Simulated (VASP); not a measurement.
Write the native input for VASP 6.6.1 that does the following.

```
Task                   : single point
Functional             : PBE
Dispersion             : D3(BJ)
Potentials or basis    : VASP PAW PBE potentials, release 64 (Sr_sv)
Cutoff                 : 520 eV
k mesh                 : 6 × 6 × 8
Occupations            : gaussian, width 0.03 eV
Spin                   : no spin polarisation
Dipole correction      : no
Further INCAR settings : ALGO = Normal; EDIFF = 1e-07; NBANDS = 11
```

The structure of Sr lies in POSCAR:

```
Sr
1.0
   10.9876299658      0.0000000000      0.0000000000
   -5.4938149829      9.5155666777      0.0000000000
    0.0000000000      0.0000000000      4.8079592021
Sr
1
Direct
    0.0000000000      0.0000000000      0.0000000000
```

This cell differs from its parent crystal: strain +0.0875 x Voigt [0, 0, 1, 0, 0, 0].

One way to write it, as run:

INCAR

```
SYSTEM = Sr
  PREC = Accurate
  ENCUT = 520
  EDIFF = 1E-7
  ISMEAR = 0
  SIGMA = 0.03
  LREAL = .FALSE.
  LASPH = .TRUE.
  NELM = 80
  ALGO = Normal
  ISIF = 2
  LWAVE = .FALSE.
  LCHARG = .TRUE.
  GGA = PE
  IVDW = 12
  LELF = .TRUE.
  LVHAR = .TRUE.
  NBANDS = 11
```

KPOINTS

```
Automatic mesh
0
G
  6 6 8
  0 0 0
```

Potentials or basis: VASP PAW PBE potentials, release 64 (Sr_sv).

The run is started by

```bash
$ cat potpaw_PBE.64/Sr_sv/POTCAR > POTCAR
$ mpirun -np 1 vasp_std > vasp.out
```

It gave:

```yaml
Pressure: 0.0 GPa
Band_gap_on_the_k_mesh: 0.49 eV, indirect (least direct gap 0.51 eV)
Dispersion_energy_per_atom: -0.106 eV
```

Caveat: the cell differs from its parent crystal (strain +0.0875 x Voigt [0, 0, 1, 0, 0, 0]).

Wall time 4.1 min on 1 thread of Intel Xeon 6975P-C (shared host), peak memory 0.65 GiB.
